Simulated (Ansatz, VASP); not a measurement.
Zr in VASP and in Ansatz

```
Zr
1.0
     3.23200    0.03232    0.03232
    -1.58801    2.78283    0.01183
     0.05147    0.05147    5.14700
Zr
2
Direct
  0.33333 0.66667 0.25000
  0.66667 0.33333 0.75000
```

Change from the starting cell: equal xy, yz and zx shear strains of +2 %, PAW files.

Alike in both runs: task electric field gradients; functional PBEsol; k mesh 13 × 13 × 7; occupations fermi-dirac, width 0.08 eV; no spin polarisation.

```csv
,VASP,Ansatz
version,VASP 6.6.1,Ansatz 0.2.0
potentials or method,"VASP PAW PBE potentials, release 64 (Zr_sv)","PAW with Ansatz's default frozen-core files, scalar-relativistic"
plane-wave cutoff (eV),520,420
valence electrons in the cell,24,24
```

```csv
,VASP,Ansatz,Ansatz less VASP
pressure (GPa),-3.2,-3.3,-0.05
"traceless stress, the component that is largest in VASP (GPa)",-0.84,-0.83,+0.003
rms of the force components (eV/Å),0.020,0.020,0.0000
size of Vzz on the site where it differs most (V/Å²),42.6,43.1,+0.48
```

VASP's potentials were made for PBE, not for PBEsol. Atom by atom the forces differ by 0.000 eV/Å (rms over components).
